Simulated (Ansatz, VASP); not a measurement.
## GaP in VASP and in Ansatz

```xyz
2
Lattice="0.0000 2.7200 2.7200 2.7200 0.0000 2.7200 2.7200 2.7200 0.0000" Properties=species:S:1:pos:R:3 pbc="T T T"
Ga    0.0000    0.0000    0.0000
P     1.3600    1.3600    1.3600
```

Alike in both runs: task relaxation of cell and atoms; functional PBE; dispersion D4; k mesh 10 × 10 × 10; occupations gaussian, width 0.02 eV; no spin polarisation.

```csv
,VASP,Ansatz
version,VASP 6.6.1,Ansatz 0.2.0
potentials or method,"VASP PAW PBE potentials, release 64 (Ga_d, P), cutoff 500 eV","scalar-relativistic, plane waves, PAW"
valence electrons in the cell,18,18
```

Ansatz gave:

```
gap on the k mesh at the Fermi level, each at its own relaxed structure (eV) : 1.59
relaxed volume (Å³/atom)                                                     : 20.06
relaxed length of the cell vector where the two differ most in proportion (Å)              : 3.842
```

Q: Which values does VASP return?

A: gap on the k mesh at the Fermi level, each at its own relaxed structure (eV): 1.59; relaxed volume (Å³/atom): 20.04; relaxed length of the cell vector where the two differ most in proportion (Å): 3.841.
